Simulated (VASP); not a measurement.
# SnO2 (C2/m) in VASP: a series of runs, part 2 of 2

VASP 6.6.1. Earlier steps stand in the parts before.

**5. Single point, PBE+D3(BJ)**

This run uses another cell than the first one, of 13.79 Å³/atom, 1.034 times its volume.

File INCAR:

```
  PREC = Accurate
  ENCUT = 520
  EDIFF = 1E-6
  ISMEAR = 0
  SIGMA = 0.05
  LREAL = False
  LASPH = True
  NELM = 100
  ALGO = Normal
  ISIF = 2
  LWAVE = False
  LCHARG = False
  GGA = PE
  IVDW = 12
  NBANDS = 49
```

File KPOINTS:

```
regular mesh
0
Gamma
  9 9 2
```

File POSCAR:

```
SnO2
1.0
   -3.2372529198      0.0000000000      0.0000000000
   -1.6186264599     -2.8035432670      0.0000000000
   -1.4567638139     -0.8410629802     13.6754773976
Sn O
3 6
Direct
    0.5254462050      0.5254462050      0.4707348724
    0.9529296511     -0.0470703489      0.1569011630
    0.0979627588      0.0979627588      0.7845685818
    0.5978664665      0.5978664665      0.2293340005
    0.7428995742     -0.2571004258      0.8570014193
    0.1703830204      0.1703830204      0.5431677099
    0.4530259434      0.4530259434      0.7121357442
    0.8805093895     -0.1194906105      0.3983020348
    0.3079928357      0.3079928357      0.0844683255
```

Potentials or basis: VASP PAW PBE potentials, release 64 (Sn_d, O).

Run with:

```
$ cat potpaw_PBE.64/Sn_d/POTCAR potpaw_PBE.64/O/POTCAR > POTCAR
$ mpirun -np 1 vasp_std > vasp.out
```

OUTCAR:

```text
PREC = Accurate
   ENCUT = 520
   EDIFF = 1E-6
   ISMEAR = 0
   LREAL = False
   LASPH = True
   NELM = 100
   ISIF = 2
   GGA = PE
   IVDW = 12
 IVDW          = 12

 ion  position               nearest neighbor table
   1  0.525  0.525  0.471-   6 2.12   6 2.12   8 2.12   6 2.12   8 2.12   8 2.12
   2  0.953  0.953  0.157-   4 2.12   9 2.12   9 2.12   4 2.12   4 2.12   9 2.12
   3  0.098  0.098  0.785-   5 2.12   5 2.12   5 2.12   7 2.12   7 2.12   7 2.12
   4  0.598  0.598  0.229-   2 2.12   2 2.12   2 2.12
   5  0.743  0.743  0.857-   3 2.12   3 2.12   3 2.12
   6  0.170  0.170  0.543-   1 2.12   1 2.12   1 2.12
   7  0.453  0.453  0.712-   3 2.12   3 2.12   3 2.12
   8  0.881  0.881  0.398-   1 2.12   1 2.12   1 2.12
   9  0.308  0.308  0.084-   2 2.12   2 2.12   2 2.12

  LATTYP: Found a base centered monoclinic cell.
 ALAT       =     5.6070865340
 B/A-ratio  =     0.5773502692
 C/A-ratio  =     2.4573443418
 COS(beta)  =    -0.1220830125

  Lattice vectors:

 A1 = (   3.2372529198,   0.0000000000,   0.0000000000)
 A2 = (   1.6186264599,   2.8035432670,   0.0000000000)
 A3 = (  -1.4567638139,  -0.8410629802,  13.6754773976)

Analysis of symmetry for initial positions (statically):
=====================================================================
 Subroutine PRICEL returns:
 Original cell was already a primitive cell.

 Routine SETGRP: Setting up the symmetry group for a
 base centered monoclinic supercell.

 Subroutine GETGRP returns: Found  4 space group operations
 (whereof  2 operations were pure point group operations)
 out of a pool of  4 trial point group operations.

The static configuration has the point symmetry C_1h.
 The point group associated with its full space group is C_2h.

Analysis of symmetry for dynamics (positions and initial velocities):
=====================================================================
 Subroutine PRICEL returns:
 Original cell was already a primitive cell.

 Routine SETGRP: Setting up the symmetry group for a
 base centered monoclinic supercell.

 Subroutine GETGRP returns: Found  4 space group operations
 (whereof  2 operations were pure point group operations)
 out of a pool of  4 trial point group operations.

The dynamic configuration has the point symmetry C_1h.
 The point group associated with its full space group is C_2h.

 Subroutine INISYM returns: Found  4 space group operations
 (whereof  2 operations are pure point group operations),
 and found     1 'primitive' translations

----------------------------------------------------------------------------------------

                                     Primitive cell

  volume of cell :     124.1156

  direct lattice vectors                    reciprocal lattice vectors
    -3.237252920  0.000000000  0.000000000    -0.308903884  0.178345741 -0.021937077
    -1.618626460 -2.803543267  0.000000000     0.000000000 -0.356691481 -0.021937077
    -1.456763814 -0.841062980 13.675477398     0.000000000  0.000000000  0.073123590

  length of vectors
     3.237252920  3.237252920 13.778542368     0.357365426  0.357365426  0.073123590

  position of ions in fractional coordinates (direct lattice)
     0.525446205  0.525446205  0.470734872
[... 54 lines left out ...]
  0.111111  0.111111 -0.000000      2.000000
[... 16 lines left out ...]
 -0.333333  0.333333  0.000000      2.000000
  0.444444  0.444444 -0.000000      2.000000
 [... further k-points ...]
   k-points           NKPTS =     50   k-points in BZ     NKDIM =     50   number of bands    NBANDS=     49
   number of dos      NEDOS =    301   number of ions     NIONS =      9
   total plane-waves  NPLWV =  62208
   dimension x,y,z NGX =    24 NGY =   24 NGZ =  108
   dimension x,y,z NGXF=    48 NGYF=   48 NGZF=  216
   ions per type =               3   6
   NGX,Y,Z   is equivalent  to a cutoff of  12.32, 12.32, 13.03 a.u.
   NGXF,Y,Z  is equivalent  to a cutoff of  24.65, 24.65, 26.06 a.u.
 SYSTEM =  unknown system
   PREC   = accura    normal or accurate (medium, high low for compatibility)
   ISTART =      0    job   : 0-new  1-cont  2-samecut
   ICHARG =      2    charge: 1-file 2-atom 10-const
   ISPIN  =      1    spin polarized calculation?
   LNONCOLLINEAR =      F non collinear calculations
   LSORBIT =      F    spin-orbit coupling
   LASPH  =      T    aspherical Exc in radial PAW
   ENCUT  =  520.0 eV  38.22 Ry    6.18 a.u.   6.02  6.02 25.62*2*pi/ulx,y,z
   NELM   =    100;   NELMIN=  2; NELMDL= -5     # of ELM steps
   EDIFF  = 0.1E-05   stopping-criterion for ELM
   LREAL  =      F    real-space projection
   EDIFFG = 0.1E-04   stopping-criterion for IOM
   NSW    =      0    number of steps for IOM
   IBRION =     -1    ionic relax: 0-MD 1-quasi-New 2-CG
   NFREE  =      0    steps in history (QN), initial steepest desc. (CG)
   ISIF   =      2    stress and relaxation
   ISYM   =      2    0-nonsym 1-usesym 2-fastsym
   POTIM  = 0.5000    time-step for ionic-motion
   TEBEG  =    0.0;   TEEND  =   0.0 temperature during run
   PSTRESS=    0.0 pullay stress
   NELECT =      78.0000    total number of electrons
   NUPDOWN=      -1.0000    fix difference up-down
   EMIN   =  10.00;   EMAX   =-10.00  energy-range for DOS
   EFERMI =   0.00;   METHOD = LEGACY
   ISMEAR =     0;   SIGMA  =   0.05  broadening in eV -4-tet -1-fermi 0-gaus
   EFERMI_NEDOS =   21; number of points for ismear=-14 and -15
   IALGO  =     38    algorithm
   IMIX   =      4    mixing-type and parameters
     AMIX     =   0.40;   BMIX     =  1.00
     AMIX_MAG =   1.60;   BMIX_MAG =  1.00
  volume/ion in A,a.u.               =      13.79        93.06
  Fermi-wavevector in a.u.,A,eV,Ry     =   1.402268  2.649902 26.753876  1.966354
  Thomas-Fermi vector in A             =   2.525046
   LORBIT       =      0    0 simple, 1 ext, 2 COOP (PROOUT), +10 PAW based schemes
   GGA     = PE    functional components
   LHFCALC =     F    Hartree Fock is set to
   AEXX    =    0.0000 exact exchange contribution
   IVDW    =    12    specifies the selected vdW correction
   LEPSILON=     F    determine dielectric tensor
   LRPA    =     F    only Hartree local field effects (RPA)
 non-spin polarized calculation
 Gauss-broadening in eV      SIGMA  =   0.05
  energy-cutoff  :      520.00
  volume of cell :      124.12
 maximum number of plane-waves:      3392
   NGX = 13   NGY = 13   NGZ = 51

 number of electron      78.0000004 magnetization

 Free energy of the ion-electron system (eV)
  ---------------------------------------------------
  ext. energy  EPLUGINS =         0.00000000
  ---------------------------------------------------
  free energy    TOTEN  =       -54.51039572 eV

  energy without entropy =      -54.51039572  energy(sigma->0) =      -54.51039572

 E-fermi :   4.2153     XC(G=0): -10.2920

 val. band max:        3.9974141578   @ k =  -0.1111   0.1111   0.0000
 cond. band min:       5.7703432501   @ k =   0.0000   0.0000   0.0000
 fundamental gap:      1.7729290923
 Fermi energy:         4.2152716890

 k-point     1 :       0.0000    0.0000    0.0000
  band No.  band energies     occupation
      1     -16.1436      2.00000
      2     -16.1363      2.00000
      3     -16.1363      2.00000
      4     -15.8966      2.00000
      5     -15.8966      2.00000
      6     -15.8880      2.00000
[... 1237 lines left out ...]
     48      14.6467      0.00000
     49      15.3584      0.00000

 [... further k-points ...]

------------------------ aborting loop because EDIFF is reached ----------------------------------------

 Edisp (eV)   -1.69721

 E8    (eV) :    -0.6723

  FORCE on cell =-STRESS in cart. coord.  units (eV):
  Direction    XX          YY          ZZ          XY          YZ          ZX
  --------------------------------------------------------------------------------------
  -------------------------------------------------------------------------------------
  Total       0.20871     0.22774     0.15868    -0.01647     0.00180     0.00312
  in kB       2.69422     2.93978     2.04836    -0.21265     0.02327     0.04030
  external pressure =        2.56 kB  Pullay stress =        0.00 kB

 VOLUME and BASIS-vectors are now :
 -----------------------------------------------------------------------------
  energy-cutoff  :      520.00
  volume of cell :      124.12
      direct lattice vectors                 reciprocal lattice vectors
    -3.237252920  0.000000000  0.000000000    -0.308903884  0.178345741 -0.021937077
    -1.618626460 -2.803543267  0.000000000     0.000000000 -0.356691481 -0.021937077
    -1.456763814 -0.841062980 13.675477398     0.000000000  0.000000000  0.073123590

 POSITION                                       TOTAL-FORCE (eV/Angst)
 -----------------------------------------------------------------------------------
     -3.23725     -1.86903      6.43752         0.000000     -0.000000      0.000000
     -4.85588     -2.80354      2.14570         0.002398      0.001385      0.104858
     -1.61863     -0.93451     10.72935        -0.002398     -0.001385     -0.104858
     -3.23725     -1.86903      3.13625         0.000365      0.000211      0.062339
     -4.85588     -2.80354     11.71990         0.003571      0.002062      0.260787
     -1.61863     -0.93451      7.42808        -0.000017     -0.000010      0.055348
     -3.23725     -1.86903      9.73880        -0.000365     -0.000211     -0.062339
     -4.85588     -2.80354      5.44697         0.000017      0.000010     -0.055348
     -1.61863     -0.93451      1.15514        -0.003571     -0.002062     -0.260787
 -----------------------------------------------------------------------------------
    total drift:                               -0.000008     -0.000005     -0.000109

  FREE ENERGIE OF THE ION-ELECTRON SYSTEM (eV)
  ---------------------------------------------------
  free  energy   TOTEN  =       -56.2076090111 eV

  energy  without entropy=      -56.2076090111  energy(sigma->0) =      -56.20760901
```

It took 2.4 min on 1 thread of Intel Xeon 6975P-C (Granite Rapids), shared host; peak memory 0.39 GiB.

Results:

- Free energy: -56.2076 eV
- Pressure: 0.3 GPa
- Largest force: 0.261 eV/Å
- Band gap on the k mesh: 1.77 eV, indirect (least direct gap 1.84 eV)
- Dispersion energy per atom: -0.189 eV

Forces in eV/Å, atoms in the order of the input:
```
Sn   0.000  0.000  0.000
Sn   0.002  0.001  0.105
Sn  -0.002 -0.001 -0.105
O    0.000  0.000  0.062
O    0.004  0.002  0.261
O    0.000  0.000  0.055
O    0.000  0.000 -0.062
O    0.000  0.000 -0.055
O   -0.004 -0.002 -0.261
```

Levels at points of the mesh, in eV from the valence-band top:
```csv
k point,band 35,band 36,band 37,band 38,band 39,band 40,band 41,band 42,band 43,band 44
"(0.00, 0.00, 0.00)",-1.01,-1.01,-0.98,-0.98,-0.07,1.77,2.83,3.21,5.62,5.62
"(0.00, 0.00, 0.50)",-1.02,-0.97,-0.97,-0.70,-0.34,2.10,2.40,3.40,5.56,5.74
```

Caveat: spin-orbit coupling is left out, which moves the levels of the heavy elements. A k mesh can miss the band edges.

**6. Single point, PBE+D3(BJ)**

This run uses another cell than the first one, of 12.98 Å³/atom, 0.974 times its volume.

File INCAR:

```
PREC = Accurate ; ENCUT = 520
EDIFF = 1E-6 ; ISMEAR = 0
SIGMA = 0.05 ; LREAL = F
LASPH = T ; NELM = 60
ALGO = Normal ; ISIF = 2
LWAVE = F ; LCHARG = T
GGA = PE ; IVDW = 12
LELF = T ; LVHAR = T
NBANDS = 49
```

KPOINTS is that of step 5.

File POSCAR:

```
SnO2
1.0
   -3.2372529198      0.0000000000      0.0000000000
   -1.6186264599     -2.8035432670      0.0000000000
   -3.3991155658     -1.9624802870     12.8754773976
Sn O
3 6
Direct
    0.3166783333      0.3166783333      0.4999833333
    0.8833450000     -0.1166550000      0.1666500000
   -0.2499883333     -0.2499883333      0.8333166667
    0.4961583204      0.4961583204      0.2435833518
    0.3628249870     -0.6371750130      0.9102500185
   -0.0705083463     -0.0705083463      0.5769166852
    0.1371983463      0.1371983463      0.7563833148
    0.7038650130     -0.2961349870      0.4230499815
    0.2705316796      0.2705316796      0.0897166482
```

Potentials or basis: VASP PAW PBE potentials, release 64 (Sn_d, O).

Run with:

```
$ cat potpaw_PBE.64/Sn_d/POTCAR potpaw_PBE.64/O/POTCAR > POTCAR
$ mpirun -np 1 vasp_std > vasp.out
```

It took 6.6 min on 1 thread of Oxide Virtual Turin-like, shared host; peak memory 0.34 GiB.

Results (log left out):

```
Free energy                : -55.8276 eV
Pressure                   : 2.2 GPa
Largest force              : 0.950 eV/Å
Band gap on the k mesh     : 1.08 eV, indirect (least direct gap 1.30 eV)
Dispersion energy per atom : -0.201 eV
```

Forces on the atoms (eV/Å):
```
Sn   0.000  0.000  0.000
Sn   0.002  0.001  0.488
Sn  -0.002 -0.001 -0.488
O   -0.005 -0.003  0.047
O    0.136  0.078 -0.937
O    0.000  0.000  0.057
O    0.005  0.003 -0.047
O    0.000  0.000 -0.057
O   -0.136 -0.078  0.937
```

Stress tensor (GPa, compression positive):
```
 0.20  0.07 -0.46
 0.07  0.11 -0.27
-0.46 -0.27  6.16
```

Levels at points of the mesh, in eV from the valence-band top:
| k point | band 36 | band 37 | band 38 | band 39 | band 40 | band 41 | band 42 | band 43 |
| --- | --- | --- | --- | --- | --- | --- | --- | --- |
| (0.00, 0.00, 0.00) | -1.59 | -1.49 | -1.49 | -0.22 | 1.08 | 2.62 | 2.63 | 4.71 |
| (0.00, 0.00, 0.50) | -1.52 | -1.52 | -1.06 | -0.76 | 1.68 | 1.81 | 3.03 | 4.68 |

Caveat: spin-orbit coupling is left out, which moves the levels of the heavy elements.

**7. Overview**

```tsv
cell	gap on the mesh (eV)	pressure (GPa)	largest force (eV/Å)
a = 3.237, b = 3.237, c = 13.332 Å, angles 83.7, 83.7, 60.0°, 9 atoms	1.66	0.4	0.21
a = 3.237, b = 3.237, c = 12.737 Å, angles 83.4, 83.4, 60.0°, 9 atoms	1.38	1.4	0.28
a = 3.237, b = 3.237, c = 14.228 Å, angles 76.2, 76.2, 60.0°, 9 atoms	1.74	0.4	0.20
a = 3.237, b = 3.237, c = 13.779 Å, angles 83.9, 83.9, 60.0°, 9 atoms	1.77	0.3	0.26
a = 3.237, b = 3.237, c = 13.460 Å, angles 75.4, 75.4, 60.0°, 9 atoms	1.08	2.2	0.95
```

Alike in all rows: task single point; level PBE+D3(BJ); potentials or basis VASP PAW PBE potentials, release 64 (Sn_d, O); no spin polarisation; k mesh 9 × 9 × 2; cutoff (eV) 520; smearing gaussian 0.05 eV.

Caveats: spin-orbit coupling is left out, which moves the levels of the heavy elements.

Total energies depend on the potentials used, so only differences within one code and one set of settings carry meaning.
